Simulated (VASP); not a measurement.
# H2 in VASP: notebook

Runs on H2. Level: LDA. Tasks: single point, relaxation of the atoms.

Everything below comes from runs of VASP 6.6.1. Logs are shortened: lines on timing, memory, paths and dates and some standing lists are left out, and cuts for length are marked.

**1. The cell of the first run**

The cell holds a molecule in a box, 2 atoms: a = 9.000 Å, b = 9.500 Å, c = 10.000 Å, α = 90.00°, β = 90.00°, γ = 90.00°.

**2. Single point, LDA**

Contents of INCAR:

```
PREC = Accurate
ENCUT = 520
EDIFF = 1E-6
ISMEAR = -1
SIGMA = 0.05
LREAL = F
LASPH = T
NELM = 80
ALGO = Normal
ISIF = 2
LWAVE = F
LCHARG = F
NBANDS = 8
```

Contents of KPOINTS:

```
regular mesh
0
Gamma
  1 1 1
```

Contents of POSCAR:

```
H
1.0
    9.0000000000      0.0000000000      0.0000000000
    0.0000000000      9.5000000000      0.0000000000
    0.0000000000      0.0000000000     10.0000000000
H
2
Direct
    0.5000000000      0.5000000000      0.4617346011
    0.5000000000      0.5000000000      0.5382653989
```

Potentials or basis: VASP PAW LDA potentials, release 64 (H).

The run is started by

```
$ cat potpaw_LDA.64/H/POTCAR > POTCAR
$ mpirun -np 1 vasp_gam > vasp.out
```

OUTCAR:

```text
PREC = Accurate
   ENCUT = 520
   EDIFF = 1E-6
   ISMEAR = -1
   LREAL = F
   LASPH = T
   NELM = 80
   ISIF = 2

 ion  position               nearest neighbor table
   1  0.500  0.500  0.462-   2 0.77
   2  0.500  0.500  0.538-   1 0.77

  LATTYP: Found a simple orthorhombic cell.
 ALAT       =     9.0000000000
 B/A-ratio  =     1.0555555556
 C/A-ratio  =     1.1111111111

  Lattice vectors:

 A1 = (   9.0000000000,   0.0000000000,   0.0000000000)
 A2 = (   0.0000000000,   9.5000000000,   0.0000000000)
 A3 = (   0.0000000000,   0.0000000000,  10.0000000000)

Analysis of symmetry for initial positions (statically):
=====================================================================
 Subroutine PRICEL returns:
 Original cell was already a primitive cell.

 Routine SETGRP: Setting up the symmetry group for a
 simple orthorhombic supercell.

 Subroutine GETGRP returns: Found  8 space group operations
 (whereof  8 operations were pure point group operations)
 out of a pool of  8 trial point group operations.

The static configuration has the point symmetry D_2h.

Analysis of symmetry for dynamics (positions and initial velocities):
=====================================================================
 Subroutine PRICEL returns:
 Original cell was already a primitive cell.

 Routine SETGRP: Setting up the symmetry group for a
 simple orthorhombic supercell.

 Subroutine GETGRP returns: Found  8 space group operations
 (whereof  8 operations were pure point group operations)
 out of a pool of  8 trial point group operations.

The dynamic configuration has the point symmetry D_2h.

 Subroutine INISYM returns: Found  8 space group operations
 (whereof  8 operations are pure point group operations),
 and found     1 'primitive' translations

----------------------------------------------------------------------------------------

                                     Primitive cell

  volume of cell :     855.0000

  direct lattice vectors                    reciprocal lattice vectors
     9.000000000  0.000000000  0.000000000     0.111111111  0.000000000  0.000000000
     0.000000000  9.500000000  0.000000000     0.000000000  0.105263158  0.000000000
     0.000000000  0.000000000 10.000000000     0.000000000  0.000000000  0.100000000

  length of vectors
     9.000000000  9.500000000 10.000000000     0.111111111  0.105263158  0.100000000

  position of ions in fractional coordinates (direct lattice)
     0.500000000  0.500000000  0.461734601
     0.500000000  0.500000000  0.538265399

  ion indices of the primitive-cell ions
   primitive index   ion index
                 1           1
                 2           2

----------------------------------------------------------------------------------------

 KPOINTS: regular mesh

Automatic generation of k-mesh.
 Grid dimensions read from file:
 generate k-points for:    1    1    1

 Generating k-lattice:

  Cartesian coordinates                     Fractional coordinates (reciprocal lattice)
     0.111111111  0.000000000  0.000000000     1.000000000  0.000000000  0.000000000
     0.000000000  0.105263158  0.000000000     0.000000000  1.000000000  0.000000000
     0.000000000  0.000000000  0.100000000     0.000000000  0.000000000  1.000000000

  Length of vectors
     0.111111111  0.105263158  0.100000000

  Shift w.r.t. Gamma in fractional coordinates (k-lattice)
     0.000000000  0.000000000  0.000000000

 Subroutine IBZKPT returns following result:
 ===========================================

 Found      1 irreducible k-points:

 Following reciprocal coordinates:
            Coordinates               Weight
  0.000000  0.000000  0.000000      1.000000
   k-points           NKPTS =      1   k-points in BZ     NKDIM =      1   number of bands    NBANDS=      8
   number of dos      NEDOS =    301   number of ions     NIONS =      2
   total plane-waves  NPLWV = 403200
   dimension x,y,z NGX =    70 NGY =   72 NGZ =   80
   dimension x,y,z NGXF=   140 NGYF=  144 NGZF=  160
   ions per type =               2
   NGX,Y,Z   is equivalent  to a cutoff of  12.93, 12.60, 13.30 a.u.
   NGXF,Y,Z  is equivalent  to a cutoff of  25.86, 25.20, 26.60 a.u.
 SYSTEM =  unknown system
   PREC   = accura    normal or accurate (medium, high low for compatibility)
   ISTART =      0    job   : 0-new  1-cont  2-samecut
   ICHARG =      2    charge: 1-file 2-atom 10-const
   ISPIN  =      1    spin polarized calculation?
   LNONCOLLINEAR =      F non collinear calculations
   LSORBIT =      F    spin-orbit coupling
   LASPH  =      T    aspherical Exc in radial PAW
   ENCUT  =  520.0 eV  38.22 Ry    6.18 a.u.  16.73 17.66 18.59*2*pi/ulx,y,z
   NELM   =     80;   NELMIN=  2; NELMDL= -5     # of ELM steps
   EDIFF  = 0.1E-05   stopping-criterion for ELM
   LREAL  =      F    real-space projection
   EDIFFG = 0.1E-04   stopping-criterion for IOM
   NSW    =      0    number of steps for IOM
   IBRION =     -1    ionic relax: 0-MD 1-quasi-New 2-CG
   NFREE  =      0    steps in history (QN), initial steepest desc. (CG)
   ISIF   =      2    stress and relaxation
   ISYM   =      2    0-nonsym 1-usesym 2-fastsym
   POTIM  = 0.5000    time-step for ionic-motion
   TEBEG  =    0.0;   TEEND  =   0.0 temperature during run
   PSTRESS=    0.0 pullay stress
   NELECT =       2.0000    total number of electrons
   NUPDOWN=      -1.0000    fix difference up-down
   EMIN   =  10.00;   EMAX   =-10.00  energy-range for DOS
   EFERMI =   0.00;   METHOD = LEGACY
   ISMEAR =    -1;   SIGMA  =   0.05  broadening in eV -4-tet -1-fermi 0-gaus
   EFERMI_NEDOS =   21; number of points for ismear=-14 and -15
   IALGO  =     38    algorithm
   IMIX   =      4    mixing-type and parameters
     AMIX     =   0.40;   BMIX     =  1.00
     AMIX_MAG =   1.60;   BMIX_MAG =  1.00
  volume/ion in A,a.u.               =     427.50      2884.91
  Fermi-wavevector in a.u.,A,eV,Ry     =   0.217318  0.410672  0.642565  0.047227
  Thomas-Fermi vector in A             =   0.994036
   LORBIT       =      0    0 simple, 1 ext, 2 COOP (PROOUT), +10 PAW based schemes
   GGA     = CA    functional components
   LHFCALC =     F    Hartree Fock is set to
   AEXX    =    0.0000 exact exchange contribution
   IVDW    =     0    specifies the selected vdW correction
   LEPSILON=     F    determine dielectric tensor
   LRPA    =     F    only Hartree local field effects (RPA)
 non-spin polarized calculation
  energy-cutoff  :      520.00
  volume of cell :      855.00
 maximum number of plane-waves:     11510
 NGX is ok and might be reduce to    70
   NGX = 33   NGY = 35   NGZ = 37

 number of electron       2.0000000 magnetization

 Free energy of the ion-electron system (eV)
  ---------------------------------------------------
  ext. energy  EPLUGINS =         0.00000000
  ---------------------------------------------------
  free energy    TOTEN  =        -6.69838830 eV

  energy without entropy =       -6.69838830  energy(sigma->0) =       -6.69838830

 E-fermi :  -8.9257     XC(G=0):  -0.4202

 val. band max:      -10.1150442939   @ k =   0.0000   0.0000   0.0000
 cond. band min:      -0.1497638022   @ k =   0.0000   0.0000   0.0000
 fundamental gap:      9.9652804917
 Fermi energy:        -8.9256671822

 k-point     1 :       0.0000    0.0000    0.0000
  band No.  band energies     occupation
      1     -10.1150      2.00000
      2      -0.1498      0.00000
      3       0.3472      0.00000
      4       1.0670      0.00000
      5       1.1950      0.00000
      6       1.3766      0.00000
      7       1.5441      0.00000
      8       1.7392      0.00000

------------------------ aborting loop because EDIFF is reached ----------------------------------------

  FORCE on cell =-STRESS in cart. coord.  units (eV):
  Direction    XX          YY          ZZ          XY          YZ          ZX
  --------------------------------------------------------------------------------------
  -------------------------------------------------------------------------------------
  Total       -0.0263050     -0.0255648     -0.0208275      0.0000000      0.0000000      0.0000000
  in kB       -0.0492927     -0.0479057     -0.0390285      0.0000000      0.0000000      0.0000000
  external PRESSURE =      -0.0454089 kB  Pullay stress =       0.0000000 kB

 VOLUME and BASIS-vectors are now :
 -----------------------------------------------------------------------------
  energy-cutoff  :      520.00
  volume of cell :      855.00
      direct lattice vectors                 reciprocal lattice vectors
     9.000000000  0.000000000  0.000000000     0.111111111  0.000000000  0.000000000
     0.000000000  9.500000000  0.000000000     0.000000000  0.105263158  0.000000000
     0.000000000  0.000000000 10.000000000     0.000000000  0.000000000  0.100000000

 POSITION                                       TOTAL-FORCE (eV/Angst)
 -----------------------------------------------------------------------------------
      4.50000      4.75000      4.61735         0.000000      0.000000     -0.013492
      4.50000      4.75000      5.38265         0.000000      0.000000      0.013492
 -----------------------------------------------------------------------------------
    total drift:                                0.000000      0.000000      0.000000

  FREE ENERGIE OF THE ION-ELECTRON SYSTEM (eV)
  ---------------------------------------------------
  free  energy   TOTEN  =        -6.6983882965 eV

  energy  without entropy=       -6.6983882964  energy(sigma->0) =       -6.69838830
```

Run time: 17 s. Hardware: 1 thread of Intel Xeon Platinum 8259CL at 2.50GHz (Skylake/Cascade Lake), shared host; peak memory 0.48 GiB.

What came out:

```
Free energy                     : -6.6984 eV
Largest force                   : 0.013 eV/Å
Gap between the frontier levels : 9.97 eV
```

Forces on the atoms (eV/Å):
```
H    0.000  0.000 -0.013
H    0.000  0.000  0.013
```

Levels at points of the mesh, in eV from the valence-band top:
```tsv
k point	band 1	band 2	band 3	band 4
(0.00, 0.00, 0.00)	0.00	9.97	10.46	11.18
```

**3. Relaxation of the atoms, LDA**

Contents of INCAR:

```
SYSTEM = H
PREC     = Accurate       ! precision mode
ENCUT    = 520            ! plane-wave cutoff, eV
EDIFF    = 1E-7           ! SCF threshold, eV
ISMEAR   = -1             ! smearing method
SIGMA    = 0.05           ! smearing width, eV
LREAL    = .FALSE.        ! projectors in reciprocal space
LASPH    = .TRUE.         ! aspherical terms in the spheres
NELM     = 60             ! most SCF steps
ALGO     = Normal         ! electronic algorithm
ISIF     = 2              ! what is computed and relaxed
LWAVE    = .FALSE.        ! write WAVECAR
LCHARG   = .FALSE.        ! write CHGCAR
IBRION   = 2              ! ionic algorithm
NSW      = 60             ! ionic steps
EDIFFG   = -0.02          ! ionic threshold
```

Contents of KPOINTS:

```
regular mesh
0
G
  1 1 1
  0 0 0
```

Contents of POSCAR:

```
H
1.0
    9.0000000000      0.0000000000      0.0000000000
    0.0000000000      9.5000000000      0.0000000000
    0.0000000000      0.0000000000     10.0000000000
H
2
Direct
    0.5000000000      0.5000000000      0.4625000000
    0.5000000000      0.5000000000      0.5375000000
```

Potentials or basis: VASP PAW LDA potentials, release 64 (H).

The run is started by

```
$ cat potpaw_LDA.64/H/POTCAR > POTCAR
$ mpirun -np 1 vasp_gam > vasp.out
```

Wall time 42 s (1 thread of Intel Xeon Platinum 8259CL at 2.50GHz (Skylake/Cascade Lake), shared host); peak memory 0.5 GiB.

It converged, with:

```yaml
Free_energy: -6.6984 eV
Energy_gained_by_relaxing: 2.1 meV/atom
Ionic_steps: 3
Gap_between_the_frontier_levels: 9.97 eV
```

The path:
| step | energy change (eV) | largest force (eV/Å) | pressure (GPa) |
| --- | --- | --- | --- |
| 1 | 0.0000 | 0.5327 | 0.02 |
| 2 | 0.0149 | 1.0289 | -0.06 |
| 3 | -0.0041 | 0.0011 | -0.01 |

Final structure:
```xyz
2
Lattice="9.0000 0.0000 0.0000 0.0000 9.5000 0.0000 0.0000 0.0000 10.0000" Properties=species:S:1:pos:R:3 pbc="T T T"
H     4.5000    4.7500    4.6171
H     4.5000    4.7500    5.3829
```

Levels at points of the mesh, in eV from the valence-band top:
| k point | band 1 | band 2 | band 3 | band 4 |
| --- | --- | --- | --- | --- |
| (0.00, 0.00, 0.00) | 0.00 | 9.97 | 10.46 | 11.18 |
